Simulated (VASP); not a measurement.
Runs of VASP 6.6.1 on Ni. The structure is that of space group Fm-3m (No. 225), or close to it. The cells are those of the table. 

```tsv
spin	fixed moment (μB)	cell	gap on the mesh (eV)	pressure (GPa)	moment (μB)
collinear, ferromagnetic start	0.75	a = 2.421 Å, angles 60.0°, 1 atom	-	(a)	0.75
collinear, ferromagnetic start	1.0	a = 2.469 Å, angles 60.0°, 1 atom	-	-9.3	1.00
off	-	a = 2.514 Å, angles 60.0°, 1 atom	none	-22.5	-
collinear, ferromagnetic start	0.25	a = 2.266 Å, angles 60.0°, 1 atom	-	79.5	0.25
collinear, ferromagnetic start	0.625	a = 2.372 Å, angles 60.0°, 1 atom	-	18.4	0.63
collinear, ferromagnetic start	1.0	a = 2.266 Å, angles 60.0°, 1 atom	-	88.7	1.00
off	-	a = 2.421 Å, angles 60.0°, 1 atom	none	(b)	-
collinear, ferromagnetic start	0.25	a = 2.421 Å, angles 60.0°, 1 atom	-	-0.9	0.25
off	-	a = 2.469 Å, angles 60.0°, 1 atom	none	-13.6	-
off	-	a = 2.372 Å, angles 60.0°, 1 atom	none	16.9	-
collinear, ferromagnetic start	0.125	a = 2.372 Å, angles 60.0°, 1 atom	-	16.9	0.12
collinear, ferromagnetic start	0.875	a = 2.558 Å, angles 60.0°, 1 atom	-	-26.5	0.87
```

Alike in all rows: task single point; level LDA; potentials or basis VASP PAW LDA potentials, release 64 (Ni); k mesh 24 × 24 × 24; cutoff (eV) 520; smearing gaussian 0.15 eV.

Question: Fill in the values left out.

Answer: (a) 1.1; (b) -1.4.

Caveats: the total moment is fixed, so each spin has its own Fermi level (some runs).

A gap of «none» marks levels without a gap at the run's occupations.
